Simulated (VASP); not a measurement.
Crystal: WSe2.

```
CELL_PARAMETERS angstrom
3.27902 0.00000 0.00000
-1.63951 2.83971 0.00000
0.00000 0.00000 12.78851
ATOMIC_POSITIONS crystal
W 0.33333 0.66667 0.25000
W 0.66667 0.33333 0.75000
Se 0.33333 0.66667 0.61829
Se 0.66667 0.33333 0.11829
Se 0.33333 0.66667 0.88171
Se 0.66667 0.33333 0.38171
```

Base run:

```yaml
Program: VASP 6.6.1
Functional: r2SCAN
Potentials_or_basis: VASP PAW PBE potentials, release 64 (W_sv, Se)
Cutoff: 520 eV
k_mesh: 9 × 9 × 2
Occupations: gaussian, width 0.02 eV
Spin: no spin polarisation
```

Its results: band gap on the k mesh 1.11 eV (least direct gap 1.68 eV); pressure 2.3 GPa; largest force 0.312 eV/Å.

Q: The run is repeated on the same cell with these changes: functional from r2SCAN to PBE; dispersion from none to D3(BJ). What comes out?

A: Band gap on the k mesh 0.99 eV (least direct gap 1.56 eV); pressure 0.3 GPa; largest force 0.047 eV/Å.

Several settings changed at once.

Caveats: spin-orbit coupling is left out, which moves the levels of the heavy elements; an odd mesh through Γ misses points on the zone boundary, where band edges can lie; the PAW data sets were made with another functional, which shifts forces and pressure a little (at least some runs).
